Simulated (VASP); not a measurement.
# HfB2 (P6/mmm) in VASP: further runs, part 2 of 2

VASP 6.6.1. Earlier steps stand in the parts before.

## Step 5: Single point, PBEsol

Contents of INCAR:

```
SYSTEM = HfB2
ALGO     = Normal         ! electronic algorithm
EDIFF    = 1E-6           ! SCF threshold, eV
ENCUT    = 560            ! plane-wave cutoff, eV
GGA      = PS             ! functional
GGA_COMPAT= .FALSE.      
ISIF     = 2              ! what is computed and relaxed
ISMEAR   = -1             ! smearing method
ISYM     = -1           
LASPH    = .TRUE.         ! aspherical terms in the spheres
LCHARG   = .TRUE.         ! write CHGCAR
LELF     = .TRUE.         ! ELF
LREAL    = .FALSE.        ! projectors in reciprocal space
LVHAR    = .TRUE.       
LWAVE    = .FALSE.        ! write WAVECAR
NBANDS   = 15             ! bands
NELM     = 120            ! most SCF steps
PREC     = Accurate       ! precision mode
SIGMA    = 0.2            ! smearing width, eV
```

Contents of KPOINTS:

```
explicit points
123
Reciprocal
  0.07142857   0.07142857   0.10000000 2
  0.07142857   0.07142857   0.30000000 2
  0.07142857   0.07142857   0.50000000 2
  0.07142857   0.07142857   0.70000000 2
  0.07142857   0.07142857   0.90000000 2
  0.07142857   0.21428571   0.10000000 2
  0.07142857   0.21428571   0.30000000 2
  0.07142857   0.21428571   0.50000000 2
  0.07142857   0.21428571   0.70000000 2
  0.07142857   0.21428571   0.90000000 2
  0.07142857   0.35714286   0.10000000 2
  0.07142857   0.35714286   0.30000000 2
  0.07142857   0.35714286   0.50000000 2
  0.07142857   0.35714286   0.70000000 2
  0.07142857   0.35714286   0.90000000 2
  0.07142857   0.50000000   0.10000000 2
  0.07142857   0.50000000   0.30000000 2
  0.07142857   0.50000000   0.50000000 2
  0.07142857   0.50000000   0.70000000 2
  0.07142857   0.50000000   0.90000000 2
  0.07142857   0.64285714   0.10000000 2
  0.07142857   0.64285714   0.30000000 2
  0.07142857   0.64285714   0.50000000 2
  0.07142857   0.64285714   0.70000000 2
  0.07142857   0.64285714   0.90000000 2
  0.07142857   0.78571429   0.10000000 2
  0.07142857   0.78571429   0.30000000 2
  0.07142857   0.78571429   0.50000000 2
  0.07142857   0.78571429   0.70000000 2
  0.07142857   0.78571429   0.90000000 2
  0.07142857   0.92857143   0.10000000 2
  0.07142857   0.92857143   0.30000000 2
  0.07142857   0.92857143   0.50000000 2
  0.07142857   0.92857143   0.70000000 2
  0.07142857   0.92857143   0.90000000 2
  0.21428571   0.07142857   0.10000000 2
  0.21428571   0.07142857   0.30000000 2
  0.21428571   0.07142857   0.50000000 2
  0.21428571   0.07142857   0.70000000 2
  0.21428571   0.07142857   0.90000000 2
  0.21428571   0.21428571   0.10000000 2
  0.21428571   0.21428571   0.30000000 2
  0.21428571   0.21428571   0.50000000 2
  0.21428571   0.21428571   0.70000000 2
  0.21428571   0.21428571   0.90000000 2
  0.21428571   0.35714286   0.10000000 2
  0.21428571   0.35714286   0.30000000 2
  0.21428571   0.35714286   0.50000000 2
  0.21428571   0.35714286   0.70000000 2
  0.21428571   0.35714286   0.90000000 2
  0.21428571   0.50000000   0.10000000 2
  0.21428571   0.50000000   0.30000000 2
  0.21428571   0.50000000   0.50000000 2
  0.21428571   0.50000000   0.70000000 2
  0.21428571   0.50000000   0.90000000 2
  0.21428571   0.64285714   0.10000000 2
  0.21428571   0.64285714   0.30000000 2
  0.21428571   0.64285714   0.50000000 2
  0.21428571   0.64285714   0.70000000 2
  0.21428571   0.64285714   0.90000000 2
  0.21428571   0.78571429   0.10000000 2
  0.21428571   0.78571429   0.30000000 2
  0.21428571   0.78571429   0.50000000 2
  0.21428571   0.78571429   0.70000000 2
  0.21428571   0.78571429   0.90000000 2
  0.21428571   0.92857143   0.10000000 2
  0.21428571   0.92857143   0.30000000 2
  0.21428571   0.92857143   0.50000000 2
  0.21428571   0.92857143   0.70000000 2
  0.21428571   0.92857143   0.90000000 2
  0.35714286   0.07142857   0.10000000 2
  0.35714286   0.07142857   0.30000000 2
  0.35714286   0.07142857   0.50000000 2
  0.35714286   0.07142857   0.70000000 2
  0.35714286   0.07142857   0.90000000 2
  0.35714286   0.21428571   0.10000000 2
  0.35714286   0.21428571   0.30000000 2
  0.35714286   0.21428571   0.50000000 2
  0.35714286   0.21428571   0.70000000 2
  0.35714286   0.21428571   0.90000000 2
  0.35714286   0.35714286   0.10000000 2
  0.35714286   0.35714286   0.30000000 2
  0.35714286   0.35714286   0.50000000 2
  0.35714286   0.35714286   0.70000000 2
  0.35714286   0.35714286   0.90000000 2
  0.35714286   0.50000000   0.10000000 2
  0.35714286   0.50000000   0.30000000 2
  0.35714286   0.50000000   0.50000000 2
  0.35714286   0.50000000   0.70000000 2
  0.35714286   0.50000000   0.90000000 2
  0.35714286   0.64285714   0.10000000 2
  0.35714286   0.64285714   0.30000000 2
  0.35714286   0.64285714   0.50000000 2
  0.35714286   0.64285714   0.70000000 2
  0.35714286   0.64285714   0.90000000 2
  0.35714286   0.78571429   0.10000000 2
  0.35714286   0.78571429   0.30000000 2
  0.35714286   0.78571429   0.50000000 2
  0.35714286   0.78571429   0.70000000 2
  0.35714286   0.78571429   0.90000000 2
  0.35714286   0.92857143   0.10000000 2
  0.35714286   0.92857143   0.30000000 2
  0.35714286   0.92857143   0.50000000 2
  0.35714286   0.92857143   0.70000000 2
  0.35714286   0.92857143   0.90000000 2
  0.50000000   0.07142857   0.10000000 2
  0.50000000   0.07142857   0.30000000 2
  0.50000000   0.07142857   0.50000000 2
  0.50000000   0.07142857   0.70000000 2
  0.50000000   0.07142857   0.90000000 2
  0.50000000   0.21428571   0.10000000 2
  0.50000000   0.21428571   0.30000000 2
  0.50000000   0.21428571   0.50000000 2
  0.50000000   0.21428571   0.70000000 2
  0.50000000   0.21428571   0.90000000 2
  0.50000000   0.35714286   0.10000000 2
  0.50000000   0.35714286   0.30000000 2
  0.50000000   0.35714286   0.50000000 2
  0.50000000   0.35714286   0.70000000 2
  0.50000000   0.35714286   0.90000000 2
  0.50000000   0.50000000   0.10000000 2
  0.50000000   0.50000000   0.30000000 2
  0.50000000   0.50000000   0.50000000 1
```

Contents of POSCAR:

```
HfB2
1.0
    3.1400000000      0.0000000000      0.0000000000
   -1.5700000000      2.7193200000      0.0000000000
    0.0000000000      0.0000000000      3.4800000000
Hf B
1 2
Direct
    0.0000000000      0.0000000000      0.0000000000
    0.3333333333      0.6666666667      0.5000000000
    0.6666666667      0.3333333333      0.5000000000
```

Potentials or basis: VASP PAW PBE potentials, release 64 (Hf_pv, B).

On the command line:

```sh
$ cat potpaw_PBE.64/Hf_pv/POTCAR potpaw_PBE.64/B/POTCAR > POTCAR
$ mpirun -np 1 vasp_std > vasp.out
```

OUTCAR:

```text
SYSTEM = HfB2
   EDIFF = 1E-6
   ENCUT = 560
   GGA = PS
   ISIF = 2
   ISMEAR = -1
   ISYM = -1
   LASPH = .TRUE.
   LREAL = .FALSE.
   NELM = 120
   PREC = Accurate

 ion  position               nearest neighbor table
   1  0.000  0.000  0.000-   2 2.51   3 2.51   2 2.51   3 2.51   3 2.51   3 2.51   2 2.51   2 2.51
                             3 2.51   3 2.51   2 2.51   2 2.51
   2  0.333  0.667  0.500-   3 1.81   3 1.81   3 1.81   1 2.51   1 2.51   1 2.51   1 2.51   1 2.51
                             1 2.51
   3  0.667  0.333  0.500-   2 1.81   2 1.81   2 1.81   1 2.51   1 2.51   1 2.51   1 2.51   1 2.51
                             1 2.51

IMPORTANT INFORMATION: All symmetrisations will be switched off!
NOSYMM: (Re-)initialisation of all symmetry stuff for point group C_1.

----------------------------------------------------------------------------------------

                                     Primitive cell

  volume of cell :      29.7146

  direct lattice vectors                    reciprocal lattice vectors
     3.140000000  0.000000000  0.000000000     0.318471338  0.183869497  0.000000000
    -1.570000000  2.719320000  0.000000000     0.000000000  0.367738994  0.000000000
     0.000000000  0.000000000  3.480000000     0.000000000  0.000000000  0.287356322

  length of vectors
     3.140000000  3.140000201  3.480000000     0.367739017  0.367738994  0.287356322

  position of ions in fractional coordinates (direct lattice)
     0.000000000  0.000000000  0.000000000
     0.333333333  0.666666667  0.500000000
     0.666666667  0.333333333  0.500000000

  ion indices of the primitive-cell ions
   primitive index   ion index
                 1           1
                 2           2
                 3           3

----------------------------------------------------------------------------------------

 KPOINTS: explicit points

Read explicit list of k-points.

 Found    123 k-points:

 Following reciprocal coordinates:
            Coordinates               Weight
  0.071429  0.071429  0.100000      0.008163
  0.071429  0.071429  0.300000      0.008163
  0.071429  0.071429  0.500000      0.008163
  0.071429  0.071429  0.700000      0.008163
  0.071429  0.071429  0.900000      0.008163
  0.071429  0.214286  0.100000      0.008163
[... 16 lines left out ...]
  0.071429  0.642857  0.500000      0.008163
  0.071429  0.642857  0.700000      0.008163
 [... further k-points ...]
   k-points           NKPTS =    123   k-points in BZ     NKDIM =    123   number of bands    NBANDS=     15
   number of dos      NEDOS =    301   number of ions     NIONS =      3
   total plane-waves  NPLWV =  16128
   dimension x,y,z NGX =    24 NGY =   24 NGZ =   28
   dimension x,y,z NGXF=    48 NGYF=   48 NGZF=   56
   ions per type =               1   2
   NGX,Y,Z   is equivalent  to a cutoff of  12.71, 12.71, 13.38 a.u.
   NGXF,Y,Z  is equivalent  to a cutoff of  25.41, 25.41, 26.75 a.u.
 SYSTEM =  HfB2
   PREC   = accura    normal or accurate (medium, high low for compatibility)
   ISTART =      0    job   : 0-new  1-cont  2-samecut
   ICHARG =      2    charge: 1-file 2-atom 10-const
   ISPIN  =      1    spin polarized calculation?
   LNONCOLLINEAR =      F non collinear calculations
   LSORBIT =      F    spin-orbit coupling
   LASPH  =      T    aspherical Exc in radial PAW
   ENCUT  =  560.0 eV  41.16 Ry    6.42 a.u.   6.06  6.06  6.71*2*pi/ulx,y,z
   NELM   =    120;   NELMIN=  2; NELMDL= -5     # of ELM steps
   EDIFF  = 0.1E-05   stopping-criterion for ELM
   LREAL  =      F    real-space projection
   EDIFFG = 0.1E-04   stopping-criterion for IOM
   NSW    =      0    number of steps for IOM
   IBRION =     -1    ionic relax: 0-MD 1-quasi-New 2-CG
   NFREE  =      0    steps in history (QN), initial steepest desc. (CG)
   ISIF   =      2    stress and relaxation
   ISYM   =     -1    0-nonsym 1-usesym 2-fastsym
   POTIM  = 0.5000    time-step for ionic-motion
   TEBEG  =    0.0;   TEEND  =   0.0 temperature during run
   PSTRESS=    0.0 pullay stress
   NELECT =      16.0000    total number of electrons
   NUPDOWN=      -1.0000    fix difference up-down
   EMIN   =  10.00;   EMAX   =-10.00  energy-range for DOS
   EFERMI =   0.00;   METHOD = LEGACY
   ISMEAR =    -1;   SIGMA  =   0.20  broadening in eV -4-tet -1-fermi 0-gaus
   EFERMI_NEDOS =   21; number of points for ismear=-14 and -15
   IALGO  =     38    algorithm
   IMIX   =      4    mixing-type and parameters
     AMIX     =   0.40;   BMIX     =  1.00
     AMIX_MAG =   1.60;   BMIX_MAG =  1.00
  volume/ion in A,a.u.               =       9.90        66.84
  Fermi-wavevector in a.u.,A,eV,Ry     =   1.331860  2.516850 24.134692  1.773850
  Thomas-Fermi vector in A             =   2.460838
   LORBIT       =      0    0 simple, 1 ext, 2 COOP (PROOUT), +10 PAW based schemes
   GGA     = PS    functional components
   LHFCALC =     F    Hartree Fock is set to
   AEXX    =    0.0000 exact exchange contribution
   IVDW    =     0    specifies the selected vdW correction
   LEPSILON=     F    determine dielectric tensor
   LRPA    =     F    only Hartree local field effects (RPA)
 non-spin polarized calculation
  energy-cutoff  :      560.00
  volume of cell :       29.71
 maximum number of plane-waves:       913
 NGX is ok and might be reduce to    24
   NGX = 13   NGY = 13   NGZ = 13

 number of electron      15.9999998 magnetization

 Free energy of the ion-electron system (eV)
  ---------------------------------------------------
  ext. energy  EPLUGINS =         0.00000000
  ---------------------------------------------------
  free energy    TOTEN  =       -27.87669871 eV

  energy without entropy =      -27.83415159  energy(sigma->0) =      -27.85542515

 E-fermi :   7.6445     XC(G=0): -12.6812

 val. band max:        7.4712710218   @ k =   0.2143   0.2143   0.9000
 cond. band min:       7.7228870628   @ k =   0.0714   0.0714   0.3000
 fundamental gap:      0.2516160410
 Fermi energy:         7.6444704395

 k-point     1 :       0.0714    0.0714    0.1000
  band No.  band energies     occupation
      1     -23.0349      2.00000
      2     -22.6315      2.00000
      3     -22.5382      2.00000
      4      -5.6946      2.00000
      5       3.4932      2.00000
      6       3.8973      2.00000
      7       4.6186      2.00000
      8       5.7996      1.99980
      9       9.7248      0.00006
     10      10.5067      0.00000
     11      11.8058      0.00000
     12      12.4222      0.00000
     13      13.6763      0.00000
     14      13.9275      0.00000
     15      14.0082      0.00000
[... 397 lines left out ...]
 k-point    24 :       0.0714    0.6429    0.7000
  band No.  band energies     occupation
      1     -23.0943      2.00000
      2     -23.0492      2.00000
      3     -22.6450      2.00000
      4      -3.4520      2.00000
      5       0.7830      2.00000
      6       2.8019      2.00000
      7       3.4641      2.00000
      8       5.3353      1.99998
      9       9.2318      0.00071
     10      11.1637      0.00000
     11      13.1378      0.00000
     12      13.3839      0.00000
     13      13.9361      0.00000
     14      16.3520      0.00000
     15      17.8291      0.00000

 [... further k-points ...]

------------------------ aborting loop because EDIFF is reached ----------------------------------------

  FORCE on cell =-STRESS in cart. coord.  units (eV):
  Direction    XX          YY          ZZ          XY          YZ          ZX
  --------------------------------------------------------------------------------------
  -------------------------------------------------------------------------------------
  Total       -0.6967338     -0.6603319     -1.0587326      0.0315247     -0.0000012     -0.0000009
  in kB      -37.5671506    -35.6044006    -57.0857435      1.6997794     -0.0000640     -0.0000470
  external PRESSURE =     -43.4190982 kB  Pullay stress =       0.0000000 kB

 VOLUME and BASIS-vectors are now :
 -----------------------------------------------------------------------------
  energy-cutoff  :      560.00
  volume of cell :       29.71
      direct lattice vectors                 reciprocal lattice vectors
     3.140000000  0.000000000  0.000000000     0.318471338  0.183869497  0.000000000
    -1.570000000  2.719320000  0.000000000     0.000000000  0.367738994  0.000000000
     0.000000000  0.000000000  3.480000000     0.000000000  0.000000000  0.287356322

 POSITION                                       TOTAL-FORCE (eV/Angst)
 -----------------------------------------------------------------------------------
      0.00000      0.00000      0.00000         0.000000      0.000000     -0.000001
     -0.00000      1.81288      1.74000         0.019416     -0.011210      0.000001
      1.57000      0.90644      1.74000        -0.019416      0.011209     -0.000000
 -----------------------------------------------------------------------------------
    total drift:                                0.000000      0.000000      0.000000

  FREE ENERGIE OF THE ION-ELECTRON SYSTEM (eV)
  ---------------------------------------------------
  free  energy   TOTEN  =       -27.8766987089 eV

  energy  without entropy=      -27.8341515901  energy(sigma->0) =      -27.85542515
```

It took 45 s on 1 thread of AMD EPYC 7R13 (Zen 3), shared host; peak memory 0.16 GiB.

Results:

```yaml
Free_energy: -27.8767 eV
Pressure: -4.3 GPa
Largest_force: 0.022 eV/Å
Band_gap_on_the_k_mesh: zero (bands 8 and 9 overlap by 0.59 eV)
```

Forces in eV/Å, atoms in the order of the input:
```
Hf   0.000  0.000  0.000
B    0.019 -0.011  0.000
B   -0.019  0.011  0.000
```

Stress tensor (GPa, compression positive):
```
-3.76  0.17  0.00
 0.17 -3.56  0.00
 0.00  0.00 -5.71
```

Levels at points of the mesh, in eV from the Fermi level:
```csv
k point,band 5,band 6,band 7,band 8,band 9,band 10,band 11,band 12
"(0.50, 0.50, 0.50)",-7.56,-5.06,-4.82,-2.74,3.93,4.02,6.16,7.12
```

Caveat: the cell stands under tension; the PAW data sets were made with another functional, which shifts forces and pressure a little; spin-orbit coupling is left out, which moves the levels of the heavy elements.

## Step 6: The runs side by side

| level | potentials or basis | gap on the mesh (eV) | pressure (GPa) | largest force (eV/Å) |
| --- | --- | --- | --- | --- |
| LDA | VASP PAW LDA potentials, release 64 (Hf_pv, B) | none | -9.6 | 0.02 |
| BLYP | VASP PAW PBE potentials, release 64 (Hf_pv, B) | none | 8.2 | 0.02 |
| revPBE | VASP PAW PBE potentials, release 64 (Hf_pv, B) | none | 4.2 | 0.02 |
| PBEsol | VASP PAW PBE potentials, release 64 (Hf_pv, B) | none | -4.3 | 0.02 |

Alike in all rows: task single point; no spin polarisation; cell as given; k mesh 7 × 7 × 5, shifted; cutoff (eV) 560; smearing fermi-dirac 0.2 eV.

Caveats: spin-orbit coupling is left out, which moves the levels of the heavy elements; the PAW data sets were made with another functional, which shifts forces and pressure a little (at least some runs); the cell stands under tension (at least some runs); the cell stands under pressure (at least some runs).

Total energies depend on the potentials used, so only differences within one code and one set of settings carry meaning.
